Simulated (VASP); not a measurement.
# Cr3N (Pm-3n) in VASP: notebook, part 3 of 3

VASP 6.6.1. Earlier steps stand in the parts before.

**4. Single point, PBE, collinear spin, ferromagnetic start**

This run uses another cell than the first one, of 11.12 Å³/atom.

INCAR reads:

```
SYSTEM = Cr3N
ALGO = Normal ; EDIFF = 1E-6
ENCUT = 520 ; GGA = PE
ISIF = 2 ; ISMEAR = 0
ISPIN = 2 ; LASPH = .TRUE.
LCHARG = .FALSE. ; LMAXMIX = 4
LORBIT = 11 ; LREAL = .FALSE.
LWAVE = .FALSE. ; MAGMOM = 3 3 3 3 3 3 0 0
NBANDS = 55 ; NELM = 150
PREC = Accurate ; SIGMA = 0.1
```

KPOINTS reads:

```
k-points
0
G
  4 4 4
  0 0 0
```

POSCAR reads:

```
Cr3N
1.0
    4.4641862100      0.0000000000      0.0000000000
    0.0000000000      4.4641862100      0.0000000000
    0.0000000000      0.0000000000      4.4641862100
Cr N
6 2
Direct
    0.2500000000      0.0000000000      0.5000000000
    0.5000000000      0.7500000000      0.0000000000
    0.7500000000      0.0000000000      0.5000000000
    0.5000000000      0.2500000000      0.0000000000
    0.0000000000      0.5000000000      0.7500000000
    0.0000000000      0.5000000000      0.2500000000
    0.0000000000      0.0000000000      0.0000000000
    0.5000000000      0.5000000000      0.5000000000
```

Potentials or basis: VASP PAW PBE potentials, release 64 (Cr_pv, N).

Command:

```
> cat potpaw_PBE.64/Cr_pv/POTCAR potpaw_PBE.64/N/POTCAR > POTCAR
> mpirun -np 1 vasp_std > vasp.out
```

OUTCAR:

```text
SYSTEM = Cr3N
   EDIFF = 1E-6
   ENCUT = 520
   GGA = PE
   ISIF = 2
   ISMEAR = 0
   ISPIN = 2
   LASPH = .TRUE.
   LORBIT = 11
   LREAL = .FALSE.
   NELM = 150
   PREC = Accurate

 ion  position               nearest neighbor table
   1  0.250  0.000  0.500-   3 2.23   3 2.23   6 2.73   5 2.73   6 2.73   5 2.73   4 2.73   2 2.73
                             4 2.73   2 2.73
   2  0.500  0.750  0.000-   4 2.23   4 2.23   6 2.73   5 2.73   5 2.73   6 2.73   3 2.73   3 2.73
                             1 2.73   1 2.73
   3  0.750  0.000  0.500-   1 2.23   1 2.23   6 2.73   5 2.73   6 2.73   5 2.73   4 2.73   2 2.73
                             4 2.73   2 2.73
   4  0.500  0.250  0.000-   2 2.23   2 2.23   6 2.73   5 2.73   5 2.73   6 2.73   3 2.73   1 2.73
                             3 2.73   1 2.73
   5  0.000  0.500  0.750-   6 2.23   6 2.23   3 2.73   4 2.73   1 2.73   2 2.73   1 2.73   3 2.73
                             2 2.73   4 2.73
   6  0.000  0.500  0.250-   5 2.23   5 2.23   3 2.73   4 2.73   1 2.73   2 2.73   1 2.73   3 2.73
                             2 2.73   4 2.73
   7  0.000  0.000  0.000-
   8  0.500  0.500  0.500-

  LATTYP: Found a simple cubic cell.
 ALAT       =     4.4641862100

  Lattice vectors:

 A1 = (   4.4641862100,   0.0000000000,   0.0000000000)
 A2 = (   0.0000000000,   4.4641862100,   0.0000000000)
 A3 = (   0.0000000000,   0.0000000000,   4.4641862100)

Analysis of symmetry for initial positions (statically):
=====================================================================
 Subroutine PRICEL returns:
 Original cell was already a primitive cell.

 Routine SETGRP: Setting up the symmetry group for a
 simple cubic supercell.

 Subroutine GETGRP returns: Found 48 space group operations
 (whereof 24 operations were pure point group operations)
 out of a pool of 48 trial point group operations.

The static configuration has the point symmetry T_h .
 The point group associated with its full space group is O_h .

Analysis of symmetry for dynamics (positions and initial velocities):
=====================================================================
 Subroutine PRICEL returns:
 Original cell was already a primitive cell.

 Routine SETGRP: Setting up the symmetry group for a
 simple cubic supercell.

 Subroutine GETGRP returns: Found 48 space group operations
 (whereof 24 operations were pure point group operations)
 out of a pool of 48 trial point group operations.

The dynamic configuration has the point symmetry T_h .
 The point group associated with its full space group is O_h .

Analysis of structural, dynamic, and magnetic symmetry:
=====================================================================
 Subroutine PRICEL returns:
 Original cell was already a primitive cell.

 Routine SETGRP: Setting up the symmetry group for a
 simple cubic supercell.

 Subroutine GETGRP returns: Found 48 space group operations
 (whereof 24 operations were pure point group operations)
 out of a pool of 48 trial point group operations.

The overall configuration has the point symmetry T_h .
 The point group associated with its full space group is O_h .

 Subroutine INISYM returns: Found 48 space group operations
 (whereof 24 operations are pure point group operations),
 and found     1 'primitive' translations

[... 107 lines left out ...]
   EFERMI_NEDOS =   21; number of points for ismear=-14 and -15
   IALGO  =     38    algorithm
   IMIX   =      4    mixing-type and parameters
     AMIX     =   0.40;   BMIX     =  1.00
     AMIX_MAG =   1.60;   BMIX_MAG =  1.00
  volume/ion in A,a.u.               =      11.12        75.05
  Fermi-wavevector in a.u.,A,eV,Ry     =   1.593201  3.010713 34.535510  2.538288
  Thomas-Fermi vector in A             =   2.691467
   LORBIT       =     11    0 simple, 1 ext, 2 COOP (PROOUT), +10 PAW based schemes
   GGA     = PE    functional components
   LHFCALC =     F    Hartree Fock is set to
   AEXX    =    0.0000 exact exchange contribution
   IVDW    =     0    specifies the selected vdW correction
   LEPSILON=     F    determine dielectric tensor
   LRPA    =     F    only Hartree local field effects (RPA)
 spin polarized calculation
 Gauss-broadening in eV      SIGMA  =   0.10
  energy-cutoff  :      520.00
  volume of cell :       88.97
 maximum number of plane-waves:      2440
 NGX is ok and might be reduce to    36
   NGX = 17   NGY = 17   NGZ = 17

 number of electron      82.0000062 magnetization       0.0002430

 number of electron      82.0000062 magnetization      -0.0002247

 Free energy of the ion-electron system (eV)
  ---------------------------------------------------
  ext. energy  EPLUGINS =         0.00000000
  ---------------------------------------------------
  free energy    TOTEN  =       -67.77068216 eV

  energy without entropy =      -67.74434492  energy(sigma->0) =      -67.75751354

 E-fermi :   9.8665     XC(G=0): -13.0873

 val. band max:        9.8649887111   @ k =   0.5000   0.2500   0.0000
 cond. band min:       9.9605720338   @ k =   0.5000   0.2500   0.0000
 fundamental gap:      0.0955833227
 Fermi energy:         9.8665467577

 spin component 1

 k-point     1 :       0.0000    0.0000    0.0000
  band No.  band energies     occupation
      1     -34.1547      1.00000
      2     -34.1547      1.00000
      3     -34.0254      1.00000
      4     -33.6541      1.00000
      5     -33.6541      1.00000
      6     -33.6541      1.00000
[... 549 lines left out ...]
     52      10.9139      0.00000
     53      10.9139      0.00000
 Fermi energy:         9.8665467577

 spin component 2

 k-point     1 :       0.0000    0.0000    0.0000
  band No.  band energies     occupation
      1     -34.1547      1.00000
      2     -34.1547      1.00000
      3     -34.0254      1.00000
      4     -33.6541      1.00000
      5     -33.6541      1.00000
      6     -33.6541      1.00000
[... 549 lines left out ...]
     52      10.9139      0.00000
     53      10.9139      0.00000
 [bands above 53 left out]

------------------------ aborting loop because EDIFF is reached ----------------------------------------

  FORCE on cell =-STRESS in cart. coord.  units (eV):
  Direction    XX          YY          ZZ          XY          YZ          ZX
  --------------------------------------------------------------------------------------
  -------------------------------------------------------------------------------------
  Total      -12.7427095    -12.7427095    -12.7427095      0.0000000      0.0000000     -0.0000000
  in kB     -229.4803266   -229.4803266   -229.4803266      0.0000000      0.0000000     -0.0000000
  external PRESSURE =    -229.4803266 kB  Pullay stress =       0.0000000 kB

 VOLUME and BASIS-vectors are now :
 -----------------------------------------------------------------------------
  energy-cutoff  :      520.00
  volume of cell :       88.97
      direct lattice vectors                 reciprocal lattice vectors
     4.464186210  0.000000000  0.000000000     0.224004993  0.000000000  0.000000000
     0.000000000  4.464186210  0.000000000     0.000000000  0.224004993  0.000000000
     0.000000000  0.000000000  4.464186210     0.000000000  0.000000000  0.224004993

 POSITION                                       TOTAL-FORCE (eV/Angst)
 -----------------------------------------------------------------------------------
      1.11605      0.00000      2.23209         0.000000      0.000000      0.000000
      2.23209      3.34814      0.00000         0.000000      0.000000     -0.000000
      3.34814      0.00000      2.23209        -0.000000     -0.000000     -0.000000
      2.23209      1.11605      0.00000        -0.000000      0.000000      0.000000
      0.00000      2.23209      3.34814        -0.000000     -0.000000     -0.000000
      0.00000      2.23209      1.11605         0.000000     -0.000000      0.000000
      0.00000      0.00000      0.00000        -0.000000      0.000000      0.000000
      2.23209      2.23209      2.23209        -0.000000      0.000000      0.000000
 -----------------------------------------------------------------------------------
    total drift:                                0.000000      0.000000     -0.000000

  FREE ENERGIE OF THE ION-ELECTRON SYSTEM (eV)
  ---------------------------------------------------
  free  energy   TOTEN  =       -67.7706821641 eV

  energy  without entropy=      -67.7443449153  energy(sigma->0) =      -67.75751354

 total charge

# of ion       s       p       d       tot
------------------------------------------
    1        0.358   6.287   4.285  10.930
    2        0.358   6.287   4.285  10.930
    3        0.358   6.287   4.285  10.930
    4        0.358   6.287   4.285  10.930
    5        0.358   6.287   4.285  10.930
    6        0.358   6.287   4.285  10.930
    7        1.295   2.135   0.000   3.430
    8        1.295   2.135   0.000   3.430
--------------------------------------------------
tot          4.736  41.989  25.713  72.438

 magnetization (x)

# of ion       s       p       d       tot
------------------------------------------
    1       -0.000   0.000  -0.000  -0.000
    2       -0.000   0.000  -0.000  -0.000
    3       -0.000   0.000  -0.000  -0.000
    4       -0.000   0.000  -0.000  -0.000
    5       -0.000   0.000  -0.000  -0.000
    6       -0.000   0.000  -0.000  -0.000
    7       -0.000  -0.000   0.000  -0.000
    8       -0.000  -0.000   0.000  -0.000
--------------------------------------------------
tot         -0.000  -0.000  -0.000  -0.000
```

Wall time 2.8 min (1 thread of Intel Xeon 8259CL, shared host); peak memory 0.27 GiB.

What came out:

| Property | Result |
| --- | --- |
| Free energy | -67.7707 eV |
| Pressure | -22.9 GPa |
| Band gap on the k mesh | zero (filled and empty bands overlap) |
| Net moment | 0.00 μB per cell |
| Valence electrons inside the program's atomic spheres | Cr 10.93; N 3.43 |

Caveat: the cell stands under tension.

**5. Relaxation of cell and atoms, PBE**

This run uses another cell than the first one, of 9.88 Å³/atom.

INCAR reads:

```
PREC = Accurate
ENCUT = 600
EDIFF = 1E-6
ISMEAR = 0
SIGMA = 0.1
LREAL = False
LASPH = True
NELM = 80
ALGO = Normal
ISIF = 3
LWAVE = False
LCHARG = False
GGA = PE
IBRION = 2
NSW = 100
EDIFFG = -0.01
```

KPOINTS reads:

```
Automatic mesh
0
Gamma
  10 10 10
```

POSCAR, as its differences from that of step 4:

```diff
@@ -2,5 +2,5 @@
 1.0
-    4.4641862100      0.0000000000      0.0000000000
-    0.0000000000      4.4641862100      0.0000000000
-    0.0000000000      0.0000000000      4.4641862100
+    4.2910414711      0.0000000000      0.0000000000
+    0.0000000000      4.2910414711      0.0000000000
+    0.0000000000      0.0000000000      4.2910414711
 Cr N
```

Command:

```
> cat potpaw_PBE.64/Cr_pv/POTCAR potpaw_PBE.64/N/POTCAR > POTCAR
> mpirun -np 1 vasp_std > vasp.out
```

It took 13 min on 1 thread of Intel Xeon 8259CL, shared host; peak memory 0.35 GiB.

It converged, with:

```
Free energy                           : -68.5901 eV
Relaxed volume                        : 9.81 Å³/atom
Relaxed cell                          : a = 4.282 Å, b = 4.282 Å, c = 4.282 Å, α = 90.00°, β = 90.00°, γ = 90.00°
Space group after relaxing (to 0.1 Å) : Pm-3n (No. 223)
Energy gained by relaxing             : 0.3 meV/atom
Ionic steps                           : 3
Pressure after relaxing               : 0.0 GPa
Band gap on the k mesh                : zero (bands 41 and 42 overlap by 1.93 eV)
```

The path:
```csv
step,energy change (eV),largest force (eV/Å),pressure (GPa),volume (Å³)
1,0.0000,0.0000,-1.57,79.01
2,0.0008,0.0000,1.86,77.91
3,-0.0025,0.0000,0.00,78.49
```

Final structure:
```xyz
8
Lattice="4.2816 0.0000 0.0000 0.0000 4.2816 0.0000 0.0000 0.0000 4.2816" Properties=species:S:1:pos:R:3 pbc="T T T"
Cr    1.0704    0.0000    2.1408
Cr    2.1408    3.2112    0.0000
Cr    3.2112    0.0000    2.1408
Cr    2.1408    1.0704    0.0000
Cr    0.0000    2.1408    3.2112
Cr    0.0000    2.1408    1.0704
N     0.0000    0.0000    0.0000
N     2.1408    2.1408    2.1408
```

Levels at points of the mesh, in eV from the Fermi level:
| k point | band 37 | band 38 | band 39 | band 40 | band 41 | band 42 | band 43 | band 44 | band 45 | band 46 |
| --- | --- | --- | --- | --- | --- | --- | --- | --- | --- | --- |
| (0.00, 0.00, 0.00) | -1.87 | -1.46 | -1.46 | 0.41 | 0.74 | 0.74 | 0.74 | 1.34 | 1.34 | 1.34 |
| (0.50, 0.00, 0.00) | -1.88 | -1.88 | -0.21 | -0.21 | 0.44 | 0.44 | 0.69 | 0.69 | 0.73 | 0.73 |
| (0.50, 0.50, 0.00) | -1.07 | -1.07 | -0.73 | -0.73 | -0.72 | -0.55 | -0.39 | -0.14 | 0.44 | 0.75 |
| (0.50, 0.50, 0.50) | -1.47 | -1.47 | -1.19 | -1.19 | -1.19 | -1.19 | 0.52 | 0.52 | 0.52 | 0.52 |

Caveat: the run has no spin polarisation, though such a crystal can be magnetic.
